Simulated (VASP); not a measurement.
# AlFe3B (Pm-3m) in VASP: single point with r2SCAN

Aim: the single point of AlFe3B with r2SCAN.

All numbers are computed with VASP 6.6.1; they aren't measurements. Logs are shortened: lines on timing, memory, paths and dates and some standing lists are left out, and cuts for length are marked.

### 1 The cell of the first run

It takes space group Pm-3m (No. 221, cubic). The conventional cell has a = 3.822 Å, b = 3.822 Å, c = 3.822 Å, α = 90.00°, β = 90.00°, γ = 90.00°. Within 3.6 Å of Al (site symmetry m-3m) lie 12 Fe at 2.70 Å and 8 B at 3.31 Å. Within 2.5 Å of Fe (site symmetry 4/mmm) lie 2 B at 1.91 Å. B (site symmetry m-3m) has 6 Fe at 1.91 Å within 2.5 Å.

### 2 Single point, r2SCAN, collinear spin, ferromagnetic start

Contents of POSCAR:

```
AlFe3B
1.0
    3.8223220000      0.0000000000      0.0000000000
    0.0000000000      3.8223220000      0.0000000000
    0.0000000000      0.0000000000      3.8223220000
Al Fe B
1 3 1
Direct
    0.5000000000      0.5000000000      0.5000000000
    0.5000000000      0.0000000000      0.0000000000
    0.0000000000      0.5000000000      0.0000000000
    0.0000000000      0.0000000000      0.5000000000
    0.0000000000      0.0000000000      0.0000000000
```

Contents of INCAR.step1:

```
SYSTEM = AlFe3B
ALGO = Normal ; EDIFF = 1E-4
ENCUT = 520 ; GGA = PE
ISMEAR = 0 ; ISPIN = 2
LASPH = .TRUE. ; LCHARG = .FALSE.
LMAXMIX = 4 ; LREAL = .FALSE.
LWAVE = .TRUE. ; MAGMOM = 0 4 4 4 0
NBANDS = 27 ; NELM = 150
PREC = Accurate ; SIGMA = 0.1
```

Contents of INCAR.step2:

```
SYSTEM = AlFe3B
ALGO = Normal ; EDIFF = 1E-7
ENCUT = 520 ; ISIF = 2
ISMEAR = 0 ; ISPIN = 2
ISTART = 1 ; LASPH = .TRUE.
LCHARG = .FALSE. ; LMAXMIX = 4
LMIXTAU = .TRUE. ; LORBIT = 11
LREAL = .FALSE. ; LWAVE = .FALSE.
MAGMOM = 0 4 4 4 0 ; METAGGA = R2SCAN
NBANDS = 27 ; NELM = 150
PREC = Accurate ; SIGMA = 0.1
```

Contents of KPOINTS:

```
k-points
0
G
  10 10 10
  0 0 0
```

Potentials or basis: VASP PAW PBE potentials, release 64 (Al, Fe, B).

Started as:

```
cat potpaw_PBE.64/Al/POTCAR potpaw_PBE.64/Fe/POTCAR potpaw_PBE.64/B/POTCAR > POTCAR
cp INCAR.step1 INCAR
mpirun -np 1 vasp_std > vasp.out
cp INCAR.step2 INCAR
mpirun -np 1 vasp_std > vasp.out
```

OUTCAR:

```text
SYSTEM = AlFe3B
   EDIFF = 1E-7
   ENCUT = 520
   ISIF = 2
   ISMEAR = 0
   ISPIN = 2
   ISTART = 1
   LASPH = .TRUE.
   LORBIT = 11
   LREAL = .FALSE.
   METAGGA = R2SCAN
   NELM = 150
   PREC = Accurate

 ion  position               nearest neighbor table
   1  0.500  0.500  0.500-   2 2.70   3 2.70   4 2.70   2 2.70   3 2.70   2 2.70   4 2.70   2 2.70
                             3 2.70   4 2.70   3 2.70   4 2.70
   2  0.500  0.000  0.000-   5 1.91   5 1.91   4 2.70   1 2.70   1 2.70   4 2.70   1 2.70   3 2.70
                             1 2.70   3 2.70   4 2.70   3 2.70   4 2.70   3 2.70
   3  0.000  0.500  0.000-   5 1.91   5 1.91   4 2.70   1 2.70   1 2.70   4 2.70   2 2.70   4 2.70
                             2 2.70   4 2.70   1 2.70   2 2.70   1 2.70   2 2.70
   4  0.000  0.000  0.500-   5 1.91   5 1.91   3 2.70   1 2.70   2 2.70   3 2.70   2 2.70   1 2.70
                             3 2.70   3 2.70   1 2.70   2 2.70   2 2.70   1 2.70
   5  0.000  0.000  0.000-   2 1.91   3 1.91   4 1.91   4 1.91   3 1.91   2 1.91

  LATTYP: Found a simple cubic cell.
 ALAT       =     3.8223220000

  Lattice vectors:

 A1 = (   3.8223220000,   0.0000000000,   0.0000000000)
 A2 = (   0.0000000000,   3.8223220000,   0.0000000000)
 A3 = (   0.0000000000,   0.0000000000,   3.8223220000)

Analysis of symmetry for initial positions (statically):
=====================================================================
 Subroutine PRICEL returns:
 Original cell was already a primitive cell.

 Routine SETGRP: Setting up the symmetry group for a
 simple cubic supercell.

 Subroutine GETGRP returns: Found 48 space group operations
 (whereof 48 operations were pure point group operations)
 out of a pool of 48 trial point group operations.

The static configuration has the point symmetry O_h .

Analysis of symmetry for dynamics (positions and initial velocities):
=====================================================================
 Subroutine PRICEL returns:
 Original cell was already a primitive cell.

 Routine SETGRP: Setting up the symmetry group for a
 simple cubic supercell.

 Subroutine GETGRP returns: Found 48 space group operations
 (whereof 48 operations were pure point group operations)
 out of a pool of 48 trial point group operations.

The dynamic configuration has the point symmetry O_h .

Analysis of structural, dynamic, and magnetic symmetry:
=====================================================================
 Subroutine PRICEL returns:
 Original cell was already a primitive cell.

 Routine SETGRP: Setting up the symmetry group for a
 simple cubic supercell.

 Subroutine GETGRP returns: Found 48 space group operations
 (whereof 48 operations were pure point group operations)
 out of a pool of 48 trial point group operations.
[... 143 lines left out ...]
   NGX = 15   NGY = 15   NGZ = 15

 number of electron      29.9999949 magnetization       5.9734039

 Free energy of the ion-electron system (eV)
  ---------------------------------------------------
  ext. energy  EPLUGINS =         0.00000000
  ---------------------------------------------------
  free energy    TOTEN  =       -57.06974086 eV

  energy without entropy =      -57.05138749  energy(sigma->0) =      -57.06056418

 E-fermi :   6.7730     XC(G=0): -13.2496

 val. band max:        6.7707294199   @ k =   0.5000   0.3000   0.3000
 cond. band min:       6.7739998636   @ k =   0.5000   0.4000   0.2000
 fundamental gap:      0.0032704438
 Fermi energy:         6.7730343628

 spin component 1

 k-point     1 :       0.0000    0.0000    0.0000
  band No.  band energies     occupation
      1      -4.8198      1.00000
      2      -0.6602      1.00000
      3       2.3054      1.00000
      4       2.3054      1.00000
      5       2.3054      1.00000
      6       2.5834      1.00000
[... 709 lines left out ...]
     26      15.4529      0.00000
     27      16.0251      0.00000

 [... further k-points ...]

 spin component 2

 k-point     1 :       0.0000    0.0000    0.0000
  band No.  band energies     occupation
      1      -5.1543      1.00000
      2      -0.2800      1.00000
      3       4.1788      1.00000
      4       4.1789      1.00000
      5       4.3443      1.00000
      6       4.3443      1.00000
[... 709 lines left out ...]
     26      15.9276      0.00000
     27      16.5484      0.00000

 [... further k-points ...]

------------------------ aborting loop because EDIFF is reached ----------------------------------------

  FORCE on cell =-STRESS in cart. coord.  units (eV):
  Direction    XX          YY          ZZ          XY          YZ          ZX
  --------------------------------------------------------------------------------------
  -------------------------------------------------------------------------------------
  Total        1.1413488      1.1413488      1.1413488     -0.0000000     -0.0000000     -0.0000000
  in kB       32.7451638     32.7451638     32.7451638     -0.0000000     -0.0000000     -0.0000000
  external PRESSURE =      32.7451638 kB  Pullay stress =       0.0000000 kB

 VOLUME and BASIS-vectors are now :
 -----------------------------------------------------------------------------
  energy-cutoff  :      520.00
  volume of cell :       55.84
      direct lattice vectors                 reciprocal lattice vectors
     3.822322000  0.000000000  0.000000000     0.261621077  0.000000000  0.000000000
     0.000000000  3.822322000  0.000000000     0.000000000  0.261621077  0.000000000
     0.000000000  0.000000000  3.822322000     0.000000000  0.000000000  0.261621077

 POSITION                                       TOTAL-FORCE (eV/Angst)
 -----------------------------------------------------------------------------------
      1.91116      1.91116      1.91116         0.000000      0.000000      0.000000
      1.91116      0.00000      0.00000         0.000000      0.000000      0.000000
      0.00000      1.91116      0.00000         0.000000      0.000000      0.000000
      0.00000      0.00000      1.91116         0.000000      0.000000      0.000000
      0.00000      0.00000      0.00000         0.000000      0.000000      0.000000
 -----------------------------------------------------------------------------------
    total drift:                                0.000000      0.000000     -0.000000

  FREE ENERGIE OF THE ION-ELECTRON SYSTEM (eV)
  ---------------------------------------------------
  free  energy   TOTEN  =       -57.0697408630 eV

  energy  without entropy=      -57.0513874944  energy(sigma->0) =      -57.06056418

 total charge

# of ion       s       p       d       tot
------------------------------------------
    1        0.383   0.381   0.000   0.763
    2        0.460   0.642   6.347   7.448
    3        0.460   0.642   6.347   7.448
    4        0.460   0.642   6.347   7.448
    5        0.825   1.322   0.000   2.148
--------------------------------------------------
tot          2.587   3.629  19.040  25.256

 magnetization (x)

# of ion       s       p       d       tot
------------------------------------------
    1       -0.031  -0.062   0.000  -0.092
    2        0.009  -0.029   2.208   2.188
    3        0.009  -0.029   2.208   2.188
    4        0.009  -0.029   2.208   2.188
    5       -0.032  -0.187   0.000  -0.219
--------------------------------------------------
tot         -0.036  -0.337   6.625   6.251
```

Wall time 11 min (1 thread of Oxide Virtual Turin-like, shared host); peak memory 0.24 GiB.

Results:

```yaml
Free_energy: -57.0697 eV
Pressure: 3.3 GPa
Band_gap_on_the_k_mesh: zero (filled and empty bands overlap)
Net_moment: 5.97 μB per cell
Site_moments: Al -0.09; Fe +2.19; B -0.22 μB
Valence_electrons_inside_the_program's_atomic_spheres: Al 0.76; Fe 7.45; B 2.15
```

Caveat: the PAW data sets were made with another functional, which shifts forces and pressure a little.
